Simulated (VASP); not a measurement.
Crystal: Nb.

```
CELL_PARAMETERS angstrom
1.56068 0.90106 7.54267
-1.56068 0.90106 7.54267
0.00000 -1.80212 7.54267
ATOMIC_POSITIONS crystal
Nb 0.00000 0.00000 0.00000
Nb 0.22222 0.22222 0.22222
Nb 0.77778 0.77778 0.77778
```

| Item | Value |
| --- | --- |
| Program | VASP 6.6.1 |
| Task | relaxation of cell and atoms |
| Functional | PBEsol |
| Potentials or basis | VASP PAW PBE potentials, release 64 (Nb_sv) |
| Cutoff | 600 eV |
| k mesh | 6 × 6 × 6 |
| Occupations | gaussian, width 0.1 eV |
| Spin | no spin polarisation |

At the start: pressure -21.3 GPa; volume 21.21 Å³/atom.

Task: Where does the relaxation end?

Result: Over 17 steps the energy falls by 303.8 meV/atom and the volume is 17.87 Å³/atom (-15.7 %); space group R-3m (No. 166, to 0.05 Å).

Step by step:
```csv
step,energy change (eV),largest force (eV/Å),pressure (GPa),volume (Å³)
1,0.0000,0.0612,-21.29,63.64
2,1.7909,0.1938,78.30,41.04
3,-0.7400,0.1191,-2.26,54.68
4,-0.7462,0.1238,-0.29,54.06
5,-0.7466,0.1256,0.27,53.87
6,-0.8072,0.0173,0.53,53.72
7,-0.8783,0.1835,0.84,53.40
8,-0.7950,0.3665,5.63,52.46
9,-0.8983,0.2895,1.33,53.21
10,-0.8969,0.3464,2.31,52.97
11,-0.9022,0.3208,1.72,53.10
12,-0.8863,0.0194,-4.18,55.04
13,-0.9084,0.2018,-0.44,53.75
14,-0.9114,0.0027,0.21,53.53
15,-0.9114,0.0068,0.20,53.54
16,-0.9113,0.0235,-0.43,53.72
17,-0.9115,0.0066,-0.10,53.62
```

Final structure:
```yaml
crystal:
  lattice:
    - [1.40555, 0.81149, 7.83580]
    - [-1.40555, 0.81149, 7.83580]
    - [0.00000, -1.62298, 7.83580]
  atoms:
    - { symbol: Nb, position: [0.00000, 0.00000, 0.00000] }
    - { symbol: Nb, position: [0.22234, 0.22234, 0.22234] }
    - { symbol: Nb, position: [0.77766, 0.77766, 0.77766] }
```

Caveat: the k points lie up to 0.43 Å⁻¹ apart in the final cell; the volume moved by over 15 % at a fixed basis, so the end points are rough; the PAW data sets were made with another functional, which shifts forces and pressure a little.
